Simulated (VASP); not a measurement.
# SiO2 (P4_2/nmc) in VASP: further runs

The runs below take SiO2 through single point, with PBE, r2SCAN.

Program: VASP 6.6.1. These are calculated values, not measurements. Logs are shortened: lines on timing, memory, paths and dates and some standing lists are left out, and cuts for length are marked.

### 1 The cell of the first run

Symmetry: P4_2/nmc, No. 137, tetragonal system. The conventional cell has a = 2.825 Å, b = 2.825 Å, c = 8.189 Å, α = 90.00°, β = 90.00°, γ = 90.00°. Si (site symmetry -4m2) has 4 O at 1.64 Å within 2.2 Å. Within 2.2 Å of O (site symmetry 2mm) lie 2 Si at 1.64 Å.

### 2 Single point, PBE

Contents of INCAR:

```
SYSTEM = SiO2
  ALGO = Normal
  EDIFF = 1E-6
  ENCUT = 520
  GGA = PE
  ISIF = 2
  ISMEAR = -1
  LASPH = .True.
  LCHARG = .False.
  LREAL = .False.
  LWAVE = .False.
  NBANDS = 25
  NELM = 80
  PREC = Accurate
  SIGMA = 0.02
```

Contents of KPOINTS:

```
k-points
0
Gamma
  10 10 4
  0 0 0
```

Contents of POSCAR:

```
SiO2
1.0
    2.8254041668      0.0000000000      0.0000000000
    0.0000000000      2.8254041668      0.0000000000
    0.0000000000      0.0000000000      8.1886518438
Si O
2 4
Direct
    0.0000000000      0.0000000000      0.0000000000
    0.5000000000      0.5000000000      0.5000000000
    0.0000000000      0.5000000000      0.3979541675
    0.0000000000      0.5000000000      0.8979541675
    0.5000000000      0.0000000000      0.6020458325
    0.5000000000      0.0000000000      0.1020458325
```

Potentials or basis: VASP PAW PBE potentials, release 64 (Si, O).

Run with:

```sh
$ cat potpaw_PBE.64/Si/POTCAR potpaw_PBE.64/O/POTCAR > POTCAR
$ mpirun -np 1 vasp_std > vasp.out
```

OUTCAR:

```text
SYSTEM = SiO2
   EDIFF = 1E-6
   ENCUT = 520
   GGA = PE
   ISIF = 2
   ISMEAR = -1
   LASPH = .True.
   LREAL = .False.
   NELM = 80
   PREC = Accurate

 ion  position               nearest neighbor table
   1  0.000  0.000  0.000-   4 1.64   4 1.64   6 1.64   6 1.64
   2  0.500  0.500  0.500-   3 1.64   5 1.64   5 1.64   3 1.64
   3  0.000  0.500  0.398-   2 1.64   2 1.64
   4  0.000  0.500  0.898-   1 1.64   1 1.64
   5  0.500  0.000  0.602-   2 1.64   2 1.64
   6  0.500  0.000  0.102-   1 1.64   1 1.64

  LATTYP: Found a simple tetragonal cell.
 ALAT       =     2.8254041668
 C/A-ratio  =     2.8982231781

  Lattice vectors:

 A1 = (   2.8254041668,   0.0000000000,   0.0000000000)
 A2 = (   0.0000000000,   2.8254041668,   0.0000000000)
 A3 = (   0.0000000000,   0.0000000000,   8.1886518438)

Analysis of symmetry for initial positions (statically):
=====================================================================
 Subroutine PRICEL returns:
 Original cell was already a primitive cell.

 Routine SETGRP: Setting up the symmetry group for a
 simple tetragonal supercell.

 Subroutine GETGRP returns: Found 16 space group operations
 (whereof  8 operations were pure point group operations)
 out of a pool of 16 trial point group operations.

The static configuration has the point symmetry D_2d.
 The point group associated with its full space group is D_4h.

Analysis of symmetry for dynamics (positions and initial velocities):
=====================================================================
 Subroutine PRICEL returns:
 Original cell was already a primitive cell.

 Routine SETGRP: Setting up the symmetry group for a
 simple tetragonal supercell.

 Subroutine GETGRP returns: Found 16 space group operations
 (whereof  8 operations were pure point group operations)
 out of a pool of 16 trial point group operations.

The dynamic configuration has the point symmetry D_2d.
 The point group associated with its full space group is D_4h.

 Subroutine INISYM returns: Found 16 space group operations
 (whereof  8 operations are pure point group operations),
 and found     1 'primitive' translations

----------------------------------------------------------------------------------------

                                     Primitive cell

  volume of cell :      65.3693

  direct lattice vectors                    reciprocal lattice vectors
     2.825404167  0.000000000  0.000000000     0.353931665  0.000000000  0.000000000
     0.000000000  2.825404167  0.000000000     0.000000000  0.353931665  0.000000000
     0.000000000  0.000000000  8.188651844     0.000000000  0.000000000  0.122120224

  length of vectors
     2.825404167  2.825404167  8.188651844     0.353931665  0.353931665  0.122120224

  position of ions in fractional coordinates (direct lattice)
     0.000000000  0.000000000  0.000000000
     0.500000000  0.500000000  0.500000000
     0.000000000  0.500000000  0.397954168
     0.000000000  0.500000000  0.897954168
     0.500000000  0.000000000  0.602045832
     0.500000000  0.000000000  0.102045833

  ion indices of the primitive-cell ions
   primitive index   ion index
                 1           1
                 2           2
                 3           3
                 4           4
                 5           5
                 6           6

----------------------------------------------------------------------------------------

 KPOINTS: k-points

Automatic generation of k-mesh.
 Grid dimensions read from file:
 generate k-points for:   10   10    4

 Generating k-lattice:

  Cartesian coordinates                     Fractional coordinates (reciprocal lattice)
     0.035393166  0.000000000  0.000000000     0.100000000  0.000000000  0.000000000
     0.000000000  0.035393166  0.000000000     0.000000000  0.100000000  0.000000000
     0.000000000  0.000000000  0.030530056     0.000000000  0.000000000  0.250000000

  Length of vectors
     0.035393166  0.035393166  0.030530056

  Shift w.r.t. Gamma in fractional coordinates (k-lattice)
     0.000000000  0.000000000  0.000000000

 Subroutine IBZKPT returns following result:
 ===========================================

 Found     63 irreducible k-points:

 Following reciprocal coordinates:
            Coordinates               Weight
  0.000000  0.000000  0.000000      1.000000
  0.100000  0.000000  0.000000      4.000000
  0.200000  0.000000  0.000000      4.000000
  0.300000  0.000000  0.000000      4.000000
  0.400000  0.000000  0.000000      4.000000
  0.500000  0.000000  0.000000      2.000000
[... 16 lines left out ...]
  0.100000  0.000000  0.250000      8.000000
  0.200000  0.000000  0.250000      8.000000
 [... further k-points ...]
   k-points           NKPTS =     63   k-points in BZ     NKDIM =     63   number of bands    NBANDS=     25
   number of dos      NEDOS =    301   number of ions     NIONS =      6
   total plane-waves  NPLWV =  36864
   dimension x,y,z NGX =    24 NGY =   24 NGZ =   64
   dimension x,y,z NGXF=    48 NGYF=   48 NGZF=  128
   ions per type =               2   4
   NGX,Y,Z   is equivalent  to a cutoff of  14.12, 14.12, 12.99 a.u.
   NGXF,Y,Z  is equivalent  to a cutoff of  28.24, 28.24, 25.99 a.u.
 SYSTEM =  SiO2
   PREC   = accura    normal or accurate (medium, high low for compatibility)
   ISTART =      0    job   : 0-new  1-cont  2-samecut
   ICHARG =      2    charge: 1-file 2-atom 10-const
   ISPIN  =      1    spin polarized calculation?
   LNONCOLLINEAR =      F non collinear calculations
   LSORBIT =      F    spin-orbit coupling
   LASPH  =      T    aspherical Exc in radial PAW
   ENCUT  =  520.0 eV  38.22 Ry    6.18 a.u.   5.25  5.25 15.23*2*pi/ulx,y,z
   NELM   =     80;   NELMIN=  2; NELMDL= -5     # of ELM steps
   EDIFF  = 0.1E-05   stopping-criterion for ELM
   LREAL  =      F    real-space projection
   EDIFFG = 0.1E-04   stopping-criterion for IOM
   NSW    =      0    number of steps for IOM
   IBRION =     -1    ionic relax: 0-MD 1-quasi-New 2-CG
   NFREE  =      0    steps in history (QN), initial steepest desc. (CG)
   ISIF   =      2    stress and relaxation
   ISYM   =      2    0-nonsym 1-usesym 2-fastsym
   POTIM  = 0.5000    time-step for ionic-motion
   TEBEG  =    0.0;   TEEND  =   0.0 temperature during run
   PSTRESS=    0.0 pullay stress
   NELECT =      32.0000    total number of electrons
   NUPDOWN=      -1.0000    fix difference up-down
   EMIN   =  10.00;   EMAX   =-10.00  energy-range for DOS
   EFERMI =   0.00;   METHOD = LEGACY
   ISMEAR =    -1;   SIGMA  =   0.02  broadening in eV -4-tet -1-fermi 0-gaus
   EFERMI_NEDOS =   21; number of points for ismear=-14 and -15
   IALGO  =     38    algorithm
   IMIX   =      4    mixing-type and parameters
     AMIX     =   0.40;   BMIX     =  1.00
     AMIX_MAG =   1.60;   BMIX_MAG =  1.00
  volume/ion in A,a.u.               =      10.89        73.52
  Fermi-wavevector in a.u.,A,eV,Ry     =   1.290229  2.438180 22.649512  1.664692
  Thomas-Fermi vector in A             =   2.422074
   LORBIT       =      0    0 simple, 1 ext, 2 COOP (PROOUT), +10 PAW based schemes
   GGA     = PE    functional components
   LHFCALC =     F    Hartree Fock is set to
   AEXX    =    0.0000 exact exchange contribution
   IVDW    =     0    specifies the selected vdW correction
   LEPSILON=     F    determine dielectric tensor
   LRPA    =     F    only Hartree local field effects (RPA)
 non-spin polarized calculation
  energy-cutoff  :      520.00
  volume of cell :       65.37
 maximum number of plane-waves:      1784
 NGX is ok and might be reduce to    24
   NGX = 11   NGY = 11   NGZ = 31

 number of electron      32.0000021 magnetization

 Free energy of the ion-electron system (eV)
  ---------------------------------------------------
  ext. energy  EPLUGINS =         0.00000000
  ---------------------------------------------------
  free energy    TOTEN  =       -45.84872861 eV

  energy without entropy =      -45.84872861  energy(sigma->0) =      -45.84872861

 E-fermi :   3.1414     XC(G=0): -10.1374

 val. band max:        2.6423708254   @ k =   0.3000   0.2000   0.0000
 cond. band min:       7.8458993671   @ k =   0.0000   0.0000   0.0000
 fundamental gap:      5.2035285417
 Fermi energy:         3.1414384216

 k-point     1 :       0.0000    0.0000    0.0000
  band No.  band energies     occupation
      1     -17.2768      2.00000
      2     -17.1150      2.00000
      3     -14.6737      2.00000
      4     -14.4264      2.00000
      5      -1.7446      2.00000
      6      -1.7446      2.00000
[... 17 lines left out ...]
     24      18.4675      0.00000
     25      18.5584      0.00000

 k-point     2 :       0.1000    0.0000    0.0000
  band No.  band energies     occupation
      1     -17.1810      2.00000
      2     -17.0228      2.00000
      3     -14.6725      2.00000
      4     -14.4402      2.00000
      5      -2.2450      2.00000
      6      -2.2015      2.00000
[... 17 lines left out ...]
     24      17.9410      0.00000
     25      18.2028      0.00000

 k-point     3 :       0.2000    0.0000    0.0000
  band No.  band energies     occupation
      1     -16.9046      2.00000
      2     -16.7582      2.00000
      3     -14.6884      2.00000
      4     -14.5005      2.00000
      5      -3.2513      2.00000
      6      -3.1334      2.00000
[... 17 lines left out ...]
     24      17.3828      0.00000
     25      17.4553      0.00000

 k-point     4 :       0.3000    0.0000    0.0000
  band No.  band energies     occupation
      1     -16.4828      2.00000
      2     -16.3591      2.00000
      3     -14.7725      2.00000
      4     -14.6526      2.00000
      5      -4.1542      2.00000
      6      -4.0409      2.00000
[... 17 lines left out ...]
     24      16.6132      0.00000
     25      16.6761      0.00000

 k-point     5 :       0.4000    0.0000    0.0000
  band No.  band energies     occupation
      1     -15.9833      2.00000
      2     -15.8984      2.00000
      3     -14.9748      2.00000
      4     -14.9320      2.00000
      5      -4.7435      2.00000
      6      -4.6741      2.00000
[... 17 lines left out ...]
     24      15.9870      0.00000
     25      16.4686      0.00000

 k-point     6 :       0.5000    0.0000    0.0000
  band No.  band energies     occupation
      1     -15.6033      2.00000
      2     -15.6033      2.00000
      3     -15.1994      2.00000
      4     -15.1994      2.00000
      5      -4.9215      2.00000
      6      -4.9215      2.00000
[... 17 lines left out ...]
     24      15.7587      0.00000
     25      16.1762      0.00000
[... 393 lines left out ...]
 k-point    21 :       0.5000    0.5000    0.0000
  band No.  band energies     occupation
      1     -14.8034      2.00000
      2     -14.8034      2.00000
      3     -14.7876      2.00000
      4     -14.7876      2.00000
      5      -5.7223      2.00000
      6      -5.7223      2.00000
[... 17 lines left out ...]
     24      16.3510      0.00000
     25      17.2388      0.00000

 k-point    22 :       0.0000    0.0000    0.2500
  band No.  band energies     occupation
      1     -17.2548      2.00000
      2     -17.1405      2.00000
      3     -14.6358      2.00000
      4     -14.4611      2.00000
      5      -1.7404      2.00000
      6      -1.7404      2.00000
[... 17 lines left out ...]
     24      18.4213      0.00000
     25      18.5131      0.00000

 k-point    23 :       0.1000    0.0000    0.2500
  band No.  band energies     occupation
      1     -17.1595      2.00000
      2     -17.0477      2.00000
      3     -14.6368      2.00000
      4     -14.4727      2.00000
      5      -2.2887      2.00000
      6      -2.1702      2.00000
[... 17 lines left out ...]
     24      17.9552      0.00000
     25      18.1305      0.00000

 k-point    24 :       0.2000    0.0000    0.2500
  band No.  band energies     occupation
      1     -16.8846      2.00000
      2     -16.7812      2.00000
      3     -14.6593      2.00000
      4     -14.5264      2.00000
      5      -3.2629      2.00000
      6      -3.1278      2.00000
[... 17 lines left out ...]
     24      17.3841      0.00000
     25      17.4849      0.00000

 [... further k-points ...]

------------------------ aborting loop because EDIFF is reached ----------------------------------------

  FORCE on cell =-STRESS in cart. coord.  units (eV):
  Direction    XX          YY          ZZ          XY          YZ          ZX
  --------------------------------------------------------------------------------------
  -------------------------------------------------------------------------------------
  Total        2.9796537      2.9796537      2.4654989      0.0000000     -0.0000000     -0.0000000
  in kB       73.0302539     73.0302539     60.4285022      0.0000000     -0.0000000     -0.0000000
  external PRESSURE =      68.8296700 kB  Pullay stress =       0.0000000 kB

 VOLUME and BASIS-vectors are now :
 -----------------------------------------------------------------------------
  energy-cutoff  :      520.00
  volume of cell :       65.37
      direct lattice vectors                 reciprocal lattice vectors
     2.825404167  0.000000000  0.000000000     0.353931665  0.000000000  0.000000000
     0.000000000  2.825404167  0.000000000     0.000000000  0.353931665  0.000000000
     0.000000000  0.000000000  8.188651844     0.000000000  0.000000000  0.122120224

 POSITION                                       TOTAL-FORCE (eV/Angst)
 -----------------------------------------------------------------------------------
      0.00000      0.00000      0.00000         0.000000      0.000000     -0.000000
      1.41270      1.41270      4.09433         0.000000     -0.000000     -0.000000
      0.00000      1.41270      3.25871         0.000000      0.000000     -0.468213
      0.00000      1.41270      7.35303         0.000000      0.000000     -0.468213
      1.41270      0.00000      4.92994        -0.000000      0.000000      0.468213
      1.41270      0.00000      0.83562        -0.000000      0.000000      0.468213
 -----------------------------------------------------------------------------------
    total drift:                                0.000000      0.000000     -0.000000

  FREE ENERGIE OF THE ION-ELECTRON SYSTEM (eV)
  ---------------------------------------------------
  free  energy   TOTEN  =       -45.8487286052 eV

  energy  without entropy=      -45.8487286052  energy(sigma->0) =      -45.84872861
```

Run time: 31 s. Hardware: 1 thread of Intel Xeon 6975P-C (Granite Rapids), shared host; peak memory 0.22 GiB.

What came out:

```
Free energy            : -45.8487 eV
Pressure               : 6.9 GPa
Largest force          : 0.468 eV/Å
Band gap on the k mesh : 5.20 eV, indirect (least direct gap 5.54 eV)
```

Forces on the atoms (eV/Å):
```
Si   0.000  0.000  0.000
Si   0.000  0.000  0.000
O    0.000  0.000 -0.468
O    0.000  0.000 -0.468
O    0.000  0.000  0.468
O    0.000  0.000  0.468
```

Stress tensor (GPa, compression positive):
```
7.30 0.00 0.00
0.00 7.30 0.00
0.00 0.00 6.04
```

A k mesh can miss the band edges. As with any semilocal functional, this PBE gap is likely too small.

[end of part 1 of 2]
